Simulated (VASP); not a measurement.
# Mo (I4_1/amd) in VASP: a series of runs

Mo is run at these levels: PBE; tasks: single point.

Program: VASP 6.6.1. These are calculated values, not measurements. Logs are shortened: lines on timing, memory, paths and dates and some standing lists are left out, and cuts for length are marked.

### Step 1. The cell of the first run

Symmetry: I4_1/amd, No. 141, tetragonal system. Conventional cell: a = 4.008 Å, b = 4.008 Å, c = 2.103 Å, α = 90.00°, β = 90.00°, γ = 90.00°. Mo (site symmetry -4m2) has 10 Mo at 2.07 to 2.55 Å within 2.7 Å.

### Step 2. Single point, PBE (8.44 Å³/atom)

The input, INCAR:

```
SYSTEM = Mo
PREC     = Accurate       ! precision mode
ENCUT    = 520            ! plane-wave cutoff, eV
EDIFF    = 1E-7           ! SCF threshold, eV
ISMEAR   = -1             ! smearing method
SIGMA    = 0.05           ! smearing width, eV
LREAL    = .False.        ! projectors in reciprocal space
LASPH    = .True.         ! aspherical terms in the spheres
NELM     = 100            ! most SCF steps
ALGO     = Normal         ! electronic algorithm
ISIF     = 2              ! what is computed and relaxed
LWAVE    = .False.        ! write WAVECAR
LCHARG   = .False.        ! write CHGCAR
GGA      = PE             ! functional
NBANDS   = 21             ! bands
```

The input, KPOINTS:

```
Automatic mesh
0
Gamma
  18 18 18
  0 0 0
```

The input, POSCAR:

```
Mo
1.0
   -2.0038745667      2.0038745667      1.0512876681
    2.0038745667     -2.0038745667      1.0512876681
    2.0038745667      2.0038745667     -1.0512876681
Mo
2
Direct
   -0.3750000000     -0.1250000000     -0.2500000000
    0.3750000000      0.1250000000      0.2500000000
```

Potentials or basis: VASP PAW PBE potentials, release 64 (Mo_sv).

Command:

```
$ cat potpaw_PBE.64/Mo_sv/POTCAR > POTCAR
$ mpirun -np 1 vasp_std > vasp.out
```

OUTCAR:

```text
SYSTEM = Mo
   PREC = Accurate
   ENCUT = 520
   EDIFF = 1E-7
   ISMEAR = -1
   LREAL = .False.
   LASPH = .True.
   NELM = 100
   ISIF = 2
   GGA = PE

 ion  position               nearest neighbor table
   1  0.625  0.875  0.750-   2 2.07   2 2.07   2 2.07   2 2.07   2 2.55   2 2.55   2 2.55   2 2.55
                             2 3.31   2 3.31
   2  0.375  0.125  0.250-   1 2.07   1 2.07   1 2.07   1 2.07   1 2.55   1 2.55   1 2.55   1 2.55
                             1 3.31   1 3.31

  LATTYP: Found a body centered tetragonal cell.
 ALAT       =     4.0077491334
 C/A-ratio  =     0.5246274820

  Lattice vectors:

 A1 = (  -2.0038745667,   2.0038745667,   1.0512876681)
 A2 = (   2.0038745667,  -2.0038745667,   1.0512876681)
 A3 = (   2.0038745667,   2.0038745667,  -1.0512876681)

Analysis of symmetry for initial positions (statically):
=====================================================================
 Subroutine PRICEL returns:
 Original cell was already a primitive cell.

 Routine SETGRP: Setting up the symmetry group for a
 body centered tetragonal supercell.

 Subroutine GETGRP returns: Found 16 space group operations
 (whereof  4 operations were pure point group operations)
 out of a pool of 16 trial point group operations.

The static configuration has the point symmetry C_2h.
 The point group associated with its full space group is D_4h.

Analysis of symmetry for dynamics (positions and initial velocities):
=====================================================================
 Subroutine PRICEL returns:
 Original cell was already a primitive cell.

 Routine SETGRP: Setting up the symmetry group for a
 body centered tetragonal supercell.

 Subroutine GETGRP returns: Found 16 space group operations
 (whereof  4 operations were pure point group operations)
 out of a pool of 16 trial point group operations.

The dynamic configuration has the point symmetry C_2h.
 The point group associated with its full space group is D_4h.

 Subroutine INISYM returns: Found 16 space group operations
 (whereof  4 operations are pure point group operations),
 and found     1 'primitive' translations

----------------------------------------------------------------------------------------

                                     Primitive cell

  volume of cell :      16.8858

  direct lattice vectors                    reciprocal lattice vectors
    -2.003874567  2.003874567  1.051287668     0.000000000  0.249516616  0.475607215
     2.003874567 -2.003874567  1.051287668     0.249516616  0.000000000  0.475607215
     2.003874567  2.003874567 -1.051287668     0.249516616  0.249516616  0.000000000

  length of vectors
     3.022620108  3.022620108  3.022620108     0.537085435  0.537085435  0.352869782

  position of ions in fractional coordinates (direct lattice)
     0.625000000  0.875000000  0.750000000
     0.375000000  0.125000000  0.250000000

  ion indices of the primitive-cell ions
   primitive index   ion index
                 1           1
                 2           2

----------------------------------------------------------------------------------------

 KPOINTS: Automatic mesh

Automatic generation of k-mesh.
 Grid dimensions read from file:
 generate k-points for:   18   18   18

 Generating k-lattice:

  Cartesian coordinates                     Fractional coordinates (reciprocal lattice)
     0.000000000  0.013862034  0.026422623     0.055555556  0.000000000  0.000000000
     0.013862034  0.000000000  0.026422623     0.000000000  0.055555556  0.000000000
     0.013862034  0.013862034  0.000000000     0.000000000  0.000000000  0.055555556

  Length of vectors
     0.029838080  0.029838080  0.019603877

  Shift w.r.t. Gamma in fractional coordinates (k-lattice)
     0.000000000  0.000000000  0.000000000

 Subroutine IBZKPT returns following result:
 ===========================================

 Found    480 irreducible k-points:

 Following reciprocal coordinates:
            Coordinates               Weight
  0.000000  0.000000  0.000000      1.000000
  0.055556 -0.000000  0.000000      8.000000
  0.111111 -0.000000  0.000000      8.000000
  0.166667 -0.000000  0.000000      8.000000
  0.222222  0.000000 -0.000000      8.000000
  0.277778  0.000000  0.000000      8.000000
[... 16 lines left out ...]
 -0.277778  0.055556 -0.000000     16.000000
 -0.222222  0.055556  0.000000     16.000000
 [... further k-points ...]
   k-points           NKPTS =    480   k-points in BZ     NKDIM =    480   number of bands    NBANDS=     21
   number of dos      NEDOS =    301   number of ions     NIONS =      2
   total plane-waves  NPLWV =  13824
   dimension x,y,z NGX =    24 NGY =   24 NGZ =   24
   dimension x,y,z NGXF=    48 NGYF=   48 NGZF=   48
   ions per type =               2
   NGX,Y,Z   is equivalent  to a cutoff of  13.20, 13.20, 13.20 a.u.
   NGXF,Y,Z  is equivalent  to a cutoff of  26.40, 26.40, 26.40 a.u.
 SYSTEM =  Mo
   PREC   = accura    normal or accurate (medium, high low for compatibility)
   ISTART =      0    job   : 0-new  1-cont  2-samecut
   ICHARG =      2    charge: 1-file 2-atom 10-const
   ISPIN  =      1    spin polarized calculation?
   LNONCOLLINEAR =      F non collinear calculations
   LSORBIT =      F    spin-orbit coupling
   LASPH  =      T    aspherical Exc in radial PAW
   ENCUT  =  520.0 eV  38.22 Ry    6.18 a.u.   5.62  5.62  5.62*2*pi/ulx,y,z
   NELM   =    100;   NELMIN=  2; NELMDL= -5     # of ELM steps
   EDIFF  = 0.1E-06   stopping-criterion for ELM
   LREAL  =      F    real-space projection
   EDIFFG = 0.1E-05   stopping-criterion for IOM
   NSW    =      0    number of steps for IOM
   IBRION =     -1    ionic relax: 0-MD 1-quasi-New 2-CG
   NFREE  =      0    steps in history (QN), initial steepest desc. (CG)
   ISIF   =      2    stress and relaxation
   ISYM   =      2    0-nonsym 1-usesym 2-fastsym
   POTIM  = 0.5000    time-step for ionic-motion
   TEBEG  =    0.0;   TEEND  =   0.0 temperature during run
   PSTRESS=    0.0 pullay stress
   NELECT =      28.0000    total number of electrons
   NUPDOWN=      -1.0000    fix difference up-down
   EMIN   =  10.00;   EMAX   =-10.00  energy-range for DOS
   EFERMI =   0.00;   METHOD = LEGACY
   ISMEAR =    -1;   SIGMA  =   0.05  broadening in eV -4-tet -1-fermi 0-gaus
   EFERMI_NEDOS =   21; number of points for ismear=-14 and -15
   IALGO  =     38    algorithm
   IMIX   =      4    mixing-type and parameters
     AMIX     =   0.40;   BMIX     =  1.00
     AMIX_MAG =   1.60;   BMIX_MAG =  1.00
  volume/ion in A,a.u.               =       8.44        56.98
  Fermi-wavevector in a.u.,A,eV,Ry     =   1.937700  3.661723 51.085562  3.754683
  Thomas-Fermi vector in A             =   2.968228
   LORBIT       =      0    0 simple, 1 ext, 2 COOP (PROOUT), +10 PAW based schemes
   GGA     = PE    functional components
   LHFCALC =     F    Hartree Fock is set to
   AEXX    =    0.0000 exact exchange contribution
   IVDW    =     0    specifies the selected vdW correction
   LEPSILON=     F    determine dielectric tensor
   LRPA    =     F    only Hartree local field effects (RPA)
 non-spin polarized calculation
  energy-cutoff  :      520.00
  volume of cell :       16.89
 maximum number of plane-waves:       469
   NGX = 11   NGY = 11   NGZ = 11

 number of electron      28.0000002 magnetization

 Free energy of the ion-electron system (eV)
  ---------------------------------------------------
  ext. energy  EPLUGINS =         0.00000000
  ---------------------------------------------------
  free energy    TOTEN  =        -2.86688446 eV

  energy without entropy =       -2.85849979  energy(sigma->0) =       -2.86269213

 E-fermi :  25.4694     XC(G=0): -17.1248

 val. band max:       25.4631447628   @ k =  -0.2778   0.3889   0.1667
 cond. band min:      25.4747944068   @ k =   0.5000   0.2778   0.0556
 fundamental gap:      0.0116496440
 Fermi energy:        25.4694307711

 k-point     1 :       0.0000    0.0000    0.0000
  band No.  band energies     occupation
      1     -39.0775      2.00000
      2     -35.1826      2.00000
      3     -14.4077      2.00000
      4     -14.4077      2.00000
      5      -7.7626      2.00000
      6      -7.7626      2.00000
[... 13 lines left out ...]
     20      39.8350      0.00000
     21      39.8350      0.00000

 k-point     2 :       0.0556   -0.0000    0.0000
  band No.  band energies     occupation
      1     -39.0152      2.00000
      2     -35.1680      2.00000
      3     -14.3844      2.00000
      4     -14.3205      2.00000
      5      -7.9276      2.00000
      6      -7.7477      2.00000
[... 13 lines left out ...]
     20      39.7466      0.00000
     21      40.3035      0.00000

 k-point     3 :       0.1111   -0.0000    0.0000
  band No.  band energies     occupation
      1     -38.8317      2.00000
      2     -35.1259      2.00000
      3     -14.3161      2.00000
      4     -14.0687      2.00000
      5      -8.5983      2.00000
      6      -8.3775      2.00000
[... 13 lines left out ...]
     20      40.2662      0.00000
     21      41.2831      0.00000

 k-point     4 :       0.1667   -0.0000    0.0000
  band No.  band energies     occupation
      1     -38.5379      2.00000
      2     -35.0617      2.00000
      3     -14.2070      2.00000
      4     -13.6859      2.00000
      5      -9.7056      2.00000
      6      -9.3903      2.00000
[... 13 lines left out ...]
     20      42.0524      0.00000
     21      43.0671      0.00000

 k-point     5 :       0.2222    0.0000   -0.0000
  band No.  band energies     occupation
      1     -38.1533      2.00000
      2     -34.9853      2.00000
      3     -14.0655      2.00000
      4     -13.2550      2.00000
      5     -10.9955      2.00000
      6     -10.4564      2.00000
[... 13 lines left out ...]
     20      44.1866      0.00000
     21      45.3516      0.00000

 k-point     6 :       0.2778    0.0000    0.0000
  band No.  band energies     occupation
      1     -37.7072      2.00000
      2     -34.9112      2.00000
      3     -13.9046      2.00000
      4     -13.0773      2.00000
      5     -12.1990      2.00000
      6     -11.2715      2.00000
[... 13 lines left out ...]
     20      43.2207      0.00000
     21      46.2409      0.00000

 k-point     7 :       0.3333    0.0000    0.0000
  band No.  band energies     occupation
      1     -37.2416      2.00000
      2     -34.8570      2.00000
      3     -13.7705      2.00000
      4     -13.7424      2.00000
      5     -13.0293      2.00000
      6     -11.3160      2.00000
[... 13 lines left out ...]
     20      41.2529      0.00000
     21      45.4396      0.00000
[... 291 lines left out ...]
      1     -36.7074      2.00000
      2     -34.9527      2.00000
      3     -14.7445      2.00000
      4     -13.7048      2.00000
      5     -13.5803      2.00000
      6     -10.5543      2.00000
[... 13 lines left out ...]
     20      39.2026      0.00000
     21      44.9859      0.00000

 k-point    21 :      -0.3889    0.0556    0.0000
  band No.  band energies     occupation
      1     -37.1200      2.00000
      2     -34.9953      2.00000
      3     -13.9905      2.00000
      4     -13.6207      2.00000
      5     -13.0430      2.00000
      6     -10.8796      2.00000
[... 13 lines left out ...]
     20      40.4760      0.00000
     21      44.9466      0.00000

 k-point    22 :      -0.3333    0.0556    0.0000
  band No.  band energies     occupation
      1     -37.5859      2.00000
      2     -35.0551      2.00000
      3     -13.9711      2.00000
      4     -12.9261      2.00000
      5     -12.2908      2.00000
      6     -10.9989      2.00000
[... 13 lines left out ...]
     20      42.2288      0.00000
     21      45.7077      0.00000

 k-point    23 :      -0.2778    0.0556   -0.0000
  band No.  band energies     occupation
      1     -38.0421      2.00000
      2     -35.1230      2.00000
      3     -14.1173      2.00000
      4     -12.9442      2.00000
      5     -11.1706      2.00000
      6     -10.3619      2.00000
[... 13 lines left out ...]
     20      43.3387      0.00000
     21      45.6049      0.00000

 k-point    24 :      -0.2222    0.0556    0.0000
  band No.  band energies     occupation
      1     -38.4432      2.00000
      2     -35.1837      2.00000
      3     -14.2446      2.00000
      4     -13.3945      2.00000
      5      -9.9267      2.00000
      6      -9.3577      2.00000
[... 13 lines left out ...]
     20      41.7067      0.00000
     21      43.7516      0.00000

 [... further k-points ...]

------------------------ aborting loop because EDIFF is reached ----------------------------------------

  FORCE on cell =-STRESS in cart. coord.  units (eV):
  Direction    XX          YY          ZZ          XY          YZ          ZX
  --------------------------------------------------------------------------------------
  -------------------------------------------------------------------------------------
  Total       62.6715545     62.6715545     62.9098863      0.0000000      0.0000000     -0.0000000
  in kB     5946.4589060   5946.4589060   5969.0725157      0.0000000      0.0000000     -0.0000000
  external PRESSURE =    5953.9967759 kB  Pullay stress =       0.0000000 kB

 VOLUME and BASIS-vectors are now :
 -----------------------------------------------------------------------------
  energy-cutoff  :      520.00
  volume of cell :       16.89
      direct lattice vectors                 reciprocal lattice vectors
    -2.003874567  2.003874567  1.051287668     0.000000000  0.249516616  0.475607215
     2.003874567 -2.003874567  1.051287668     0.249516616  0.000000000  0.475607215
     2.003874567  2.003874567 -1.051287668     0.249516616  0.249516616  0.000000000

 POSITION                                       TOTAL-FORCE (eV/Angst)
 -----------------------------------------------------------------------------------
      2.00387      1.00194      0.78847         0.000000     -0.000000     -0.000000
      0.00000      1.00194      0.26282        -0.000000      0.000000      0.000000
 -----------------------------------------------------------------------------------
    total drift:                               -0.000000      0.000000      0.000000

  FREE ENERGIE OF THE ION-ELECTRON SYSTEM (eV)
  ---------------------------------------------------
  free  energy   TOTEN  =        -2.8668844582 eV

  energy  without entropy=       -2.8584997924  energy(sigma->0) =       -2.86269213
```

It took 48 s on 1 thread of Intel Xeon 6975P-C (Granite Rapids), shared host; peak memory 0.25 GiB.

Results:

* Free energy: -2.8669 eV
* Pressure: 595.4 GPa
* Band gap on the k mesh: zero (bands 14 and 15 overlap by 5.88 eV)

Caveat: atoms lie so close that the PAW spheres overlap strongly, which falsifies energies and pressures; the cell stands under pressure.

### Step 3. Single point, PBE (8.44 Å³/atom)

The input, INCAR:

```
PREC = Accurate
ENCUT = 520
EDIFF = 1E-6
ISMEAR = -1
SIGMA = 0.05
LREAL = F
LASPH = T
NELM = 100
ALGO = Normal
ISIF = 2
LWAVE = F
LCHARG = F
GGA = PE
NBANDS = 21
```

The input, KPOINTS:

```
regular mesh
0
Gamma
  18 18 18
```

POSCAR is that of step 2.

Potentials or basis: VASP PAW PBE potentials, release 64 (Mo_sv).

Command:

```
$ cat potpaw_PBE.64/Mo_sv/POTCAR > POTCAR
$ mpirun -np 1 vasp_std > vasp.out
```

Run time: 48 s. Hardware: 1 thread of Intel Xeon 6975P-C (Granite Rapids), shared host; peak memory 0.24 GiB.

Results (log left out):

* Free energy: -2.8669 eV
* Pressure: 595.4 GPa
* Band gap on the k mesh: zero (bands 14 and 15 overlap by 5.88 eV)

Stress tensor (GPa, compression positive):
```
594.65   0.00   0.00
  0.00 594.65   0.00
  0.00   0.00 596.91
```

Levels at points of the mesh, in eV from the Fermi level:
```tsv
k point	band 11	band 12	band 13	band 14	band 15	band 16	band 17	band 18
(0.00, 0.00, 0.00)	-7.42	-7.06	-6.90	1.63	1.63	2.04	2.04	9.02
(0.50, 0.00, 0.00)	-7.91	-3.78	-3.26	-1.26	1.18	3.99	6.33	7.54
(0.50, 0.50, 0.00)	-5.75	-5.75	-1.58	-1.58	4.37	4.37	5.19	5.19
(0.50, 0.50, 0.50)	-4.87	-4.87	0.14	0.14	1.23	1.23	3.77	3.77
```

Caveat: atoms lie so close that the PAW spheres overlap strongly, which falsifies energies and pressures; the cell stands under pressure.

### Step 4. Single point, PBE (9.79 Å³/atom)

This run uses another cell than the first one, of 9.79 Å³/atom.

The input, INCAR:

```
SYSTEM = Mo
ALGO = Normal ; EDIFF = 1E-7
ENCUT = 520 ; GGA = PE
ISIF = 2 ; ISMEAR = -1
LASPH = .TRUE. ; LCHARG = .FALSE.
LREAL = .FALSE. ; LWAVE = .FALSE.
NBANDS = 21 ; NELM = 100
PREC = Accurate ; SIGMA = 0.05
```

The input, KPOINTS:

```
k-points
0
G
  18 18 18
  0 0 0
```

The input, POSCAR:

```
Mo
1.0
   -2.1066870663      2.1066870663      1.1033684660
    2.1066870663     -2.1066870663      1.1033684660
    2.1066870663      2.1066870663     -1.1033684660
Mo
2
Direct
   -0.3750000000     -0.1250000000     -0.2500000000
    0.3750000000      0.1250000000      0.2500000000
```

Command:

```
$ cat potpaw_PBE.64/Mo_sv/POTCAR > POTCAR
$ mpirun -np 1 vasp_std > vasp.out
```

It took 48 s on 1 thread of Intel Xeon 6975P-C (Granite Rapids), shared host; peak memory 0.26 GiB.

The run converged. Its results:

```yaml
Free_energy: -10.5939 eV
Pressure: 344.8 GPa
Band_gap_on_the_k_mesh: zero (bands 14 and 15 overlap by 5.43 eV)
```

Stress tensor (GPa, compression positive):
```
344.59   0.00   0.00
  0.00 344.59   0.00
  0.00   0.00 345.22
```

Levels at points of the mesh, in eV from the Fermi level:
```
           k point  band 11  band 12  band 13  band 14  band 15  band 16  band 17  band 18
(0.00, 0.00, 0.00)    -7.49    -6.02    -5.74     1.99     1.99     2.27     2.27     7.66
(0.50, 0.00, 0.00)    -6.52    -3.41    -2.33    -0.97     1.61     3.15     5.31     6.21
(0.50, 0.50, 0.00)    -4.96    -4.96    -1.58    -1.58     3.00     3.00     4.62     4.62
(0.50, 0.50, 0.50)    -4.45    -4.45     0.48     0.48     1.10     1.10     3.55     3.55
```

Caveat: the cell stands under pressure.
